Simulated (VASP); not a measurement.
Crystal: SiO2.

```
CELL_PARAMETERS angstrom
-2.37405 2.37405 3.74400
2.37405 -2.37405 3.74400
2.37405 2.37405 -3.74400
ATOMIC_POSITIONS crystal
Si 0.00000 0.00000 0.00000
Si 0.75000 0.25000 0.50000
O 0.99838 0.62500 0.87338
O 0.37500 0.24838 0.37338
O 0.75162 0.12500 0.12662
O 0.87500 0.00162 0.62662
```

Base run:

| Property | Result |
| --- | --- |
| Program | VASP 6.6.1 |
| Functional | PBEsol |
| Potentials or basis | VASP PAW PBE potentials, release 64 (Si, O) |
| Cutoff | 520 eV |
| k mesh | 6 × 6 × 6 |
| Occupations | fermi-dirac, width 0.05 eV |
| Spin | no spin polarisation |

Its results: band gap on the k mesh 5.97 eV; pressure 1.6 GPa; largest force 0.027 eV/Å.

The run is repeated on the same cell with these changes: functional from PBEsol to BLYP. What comes out?

Band gap on the k mesh 6.08 eV; pressure 5.6 GPa; largest force 0.184 eV/Å.

BLYP binds less tightly than PBEsol, so the same cell stands under more pressure.

Caveats: the PAW data sets were made with another functional, which shifts forces and pressure a little; the cell stands under pressure (at least some runs).

A k mesh can miss the band edges.
